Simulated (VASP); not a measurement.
## Nd4O: single point with PBE

The system is Nd4O.

```
CELL_PARAMETERS angstrom
5.75943 0.00000 0.00000
0.00000 5.75943 0.00000
0.00000 0.00000 5.75943
ATOMIC_POSITIONS crystal
Nd 0.50000 0.50000 0.50000
Nd 0.00000 0.50000 0.50000
Nd 0.50000 0.00000 0.50000
Nd 0.50000 0.50000 0.00000
O 0.00000 0.00000 0.00000
```

The cell was built from a structure type or drawn by symmetry, and may not be a known phase.

```json
{
 "Program": "VASP 6.6.1",
 "Task": "single point",
 "Functional": "PBE",
 "Potentials or basis": "VASP PAW PBE potentials, release 64 (Nd_3, O), 4f in core",
 "Cutoff": "600 eV",
 "k mesh": "4 × 4 × 4",
 "Occupations": "gaussian, width 0.1 eV",
 "Spin": "no spin polarisation",
 "Dipole correction": "no",
 "Mended": "yes",
 "Further INCAR settings": "ALGO = Normal; EDIFF = 1e-06; NBANDS = 33"
}
```

The pressure is 0.3 GPa and the band gap on the k mesh is zero (bands 25 and 26 overlap by 1.65 eV).

Levels at points of the mesh, in eV from the Fermi level:
```csv
k point,band 22,band 23,band 24,band 25,band 26,band 27,band 28,band 29
"(0.00, 0.00, 0.00)",-1.12,-1.12,-0.92,-0.92,-0.92,-0.04,-0.04,0.06
"(0.50, 0.00, 0.00)",-0.98,-0.83,-0.61,-0.61,-0.34,0.53,0.77,0.87
"(0.50, 0.50, 0.00)",-1.04,-1.04,0.02,0.19,0.19,0.39,0.97,1.00
"(0.50, 0.50, 0.50)",-0.56,-0.56,0.01,0.73,0.73,0.73,0.93,0.93
```

It took 53 s on 1 thread of Intel(R) Xeon(R) 6975P-C (Granite Rapids), on a shared host, peak memory 0.34 GiB.

Caveat: spin-orbit coupling is left out, which moves the levels of the heavy elements; the 4f electrons are frozen in the core, so they carry no moment and show no levels; the run has no spin polarisation, though such a crystal can be magnetic. Spin polarisation is off, so any magnetic state and its effect on volume and gap are missing.
